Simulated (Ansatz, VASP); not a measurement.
## Y: VASP beside Ansatz

```
CELL_PARAMETERS angstrom
0.00000 2.50314 2.50314
2.50314 0.00000 2.50314
2.50314 2.50314 0.00000
ATOMIC_POSITIONS crystal
Y 0.00000 0.00000 0.00000
```

Alike in both runs: task relaxation of cell and atoms; functional PBEsol; k mesh 14 × 14 × 14; occupations fermi-dirac, width 0.05 eV; no spin polarisation.

|  | VASP | Ansatz |
| --- | --- | --- |
| version | VASP 6.6.1 | Ansatz 0.2.0 |
| potentials or method | VASP PAW PBE potentials, release 64 (Y_sv) | PAW with Ansatz's default frozen-core files, scalar-relativistic |
| plane-wave cutoff (eV) | 600 | 420 |
| valence electrons in the cell | 11 | 11 |

Ansatz gave:

* relaxed volume (Å³/atom): 30.87
* relaxed length of the cell vector where the two differ most in proportion (Å): 3.521

Problem. Estimate VASP's values.

Solution. Relaxed volume (Å³/atom): 30.74; relaxed length of the cell vector where the two differ most in proportion (Å): 3.516.

VASP's potentials were made for PBE, not for PBEsol.
